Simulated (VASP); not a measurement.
Input of a VASP 6.6.1 run:

INCAR

```
SYSTEM = TiC
  ALGO = Normal
  EDIFF = 1E-6
  EDIFFG = -0.01
  ENCUT = 600
  GGA = PS
  IBRION = 2
  ISIF = 3
  ISMEAR = -1
  LASPH = .TRUE.
  LCHARG = .FALSE.
  LREAL = .FALSE.
  LWAVE = .FALSE.
  NELM = 100
  NSW = 80
  PREC = Accurate
  PSTRESS = 200.0
  SIGMA = 0.05
```

The input KPOINTS:

```
k-points
0
G
  11 11 11
  0 0 0
```

Contents of POSCAR:

```
TiC
1.0
    0.0000000000      2.1657188437      2.1657188437
    2.1657188437      0.0000000000      2.1657188437
    2.1657188437      2.1657188437      0.0000000000
Ti C
1 1
Direct
    0.0000000000      0.0000000000      0.0000000000
    0.5000000000      0.5000000000      0.5000000000
```

Potentials or basis: VASP PAW PBE potentials, release 64 (Ti_sv, C).

Run with:

```sh
$ cat potpaw_PBE.64/Ti_sv/POTCAR potpaw_PBE.64/C/POTCAR > POTCAR
$ mpirun -np 1 vasp_std > vasp.out
```

Predict the relaxed volume.

9.27 Å³/atom.

Estimate the band gap on the k mesh.

zero (band 8 reaches 11.10 eV, above the bottom of band 9 at 9.99 eV).

Final structure:
```
Ti C
1.0
     0.00000    2.10036    2.10036
     2.10036    0.00000    2.10036
     2.10036    2.10036    0.00000
Ti C
1 1
Direct
  0.00000 0.00000 0.00000
  0.50000 0.50000 0.50000
```

Caveat: the cell is relaxed towards a set pressure, so the enthalpy falls and the energy may rise; the PAW data sets were made with another functional, which shifts forces and pressure a little.
